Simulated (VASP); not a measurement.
Set up this calculation in VASP 6.6.1, as the native input.

- Task: single point
- Functional: PBE
- Potentials or basis: VASP PAW PBE potentials, release 64 (Cr_pv, P, Au)
- Cutoff: 520 eV
- k mesh: 4 × 4 × 4
- Occupations: gaussian, width 0.1 eV
- Spin: collinear spin, ferromagnetic start
- Starting moments: [4.34, 0.0, 0.0, 0.0, 0.0] μB
- Dipole correction: no
- Further INCAR settings: ALGO = Normal; EDIFF = 1e-06; NBANDS = 37

The structure of CrPAu3 lies in POSCAR:

```
CrPAu3
1.0
    4.7247638366      0.0000000000      0.0000000000
    0.0000000000      4.7247638366      0.0000000000
    0.0000000000      0.0000000000      4.7247638366
Cr P Au
1 1 3
Direct
    0.0000000000      0.0000000000      0.0000000000
    0.5000000000      0.5000000000      0.5000000000
    0.0000000000      0.5000000000      0.5000000000
    0.5000000000      0.0000000000      0.5000000000
    0.5000000000      0.5000000000      0.0000000000
```

One way to write it, as run:

INCAR

```
SYSTEM = CrPAu3
PREC = Accurate ; ENCUT = 520
EDIFF = 1E-6 ; ISMEAR = 0
SIGMA = 0.1 ; LREAL = .False.
LASPH = .True. ; NELM = 150
ALGO = Normal ; ISIF = 2
LWAVE = .False. ; LCHARG = .False.
ISPIN = 2 ; MAGMOM = 4.34 0 0 0 0
LORBIT = 11 ; LMAXMIX = 4
GGA = PE ; NBANDS = 37
```

KPOINTS

```
Automatic mesh
0
Gamma
  4 4 4
  0 0 0
```

Potentials or basis: VASP PAW PBE potentials, release 64 (Cr_pv, P, Au).

Command:

```console
$ cat potpaw_PBE.64/Cr_pv/POTCAR potpaw_PBE.64/P/POTCAR potpaw_PBE.64/Au/POTCAR > POTCAR
$ mpirun -np 1 vasp_std > vasp.out
```

Results of the run:

- Pressure: 0.0 GPa
- Net moment: 4.46 μB per cell
- Site moments: Cr +4.11; P +0.01; Au -0.05 μB
- Valence electrons inside the program's atomic spheres: Cr 10.37; P 2.47; Au 9.70

Caveat: a cell with one magnetic atom can't hold antiferromagnetic order, which such compounds often take.

Wall time 2 min on 1 thread of AMD EPYC 7R13, on a shared host, peak memory 0.24 GiB.
